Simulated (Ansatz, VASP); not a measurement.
**Two plane-wave programs on SnTe**

```
CELL_PARAMETERS angstrom
0.00000 3.53743 3.53743
3.53743 0.00000 3.53743
3.53743 3.53743 0.00000
ATOMIC_POSITIONS crystal
Te 0.25000 0.25000 0.25000
Sn 0.00000 0.00000 0.00000
```

Alike in both runs: task single point; functional r2SCAN; k mesh 7 × 7 × 7; occupations fermi-dirac, width 0.05 eV; no spin polarisation.

```csv
,VASP,Ansatz
version,VASP 6.6.1,Ansatz 0.2.0
potentials or method,"VASP PAW PBE potentials, release 64 (Te, Sn_d)",Ansatz PAW
plane-wave cutoff (eV),520,500
valence electrons in the cell,20,30
```

|  | VASP | Ansatz | Ansatz less VASP |
| --- | --- | --- | --- |
| gap on the k mesh at the Fermi level (eV) | 0.24 | 0.24 | +0.003 |
| least direct gap on the mesh (eV) | 0.85 | 0.86 | +0.002 |
| pressure (GPa) | 1.1 | 1.1 | 0.00 |

VASP's potentials were made for PBE, not for r2SCAN. With one functional, cell and mesh, what is left measures potentials, basis and numerics. VASP's potentials hold 20 valence electrons a cell and Ansatz's 30, so a difference there can come from the potentials and not from the codes.

Neither program's run includes spin-orbit coupling. Noted on Ansatz's run: odd divisions of the mesh miss points on the zone boundary, where band edges often lie, so the gap on the mesh can be too wide.
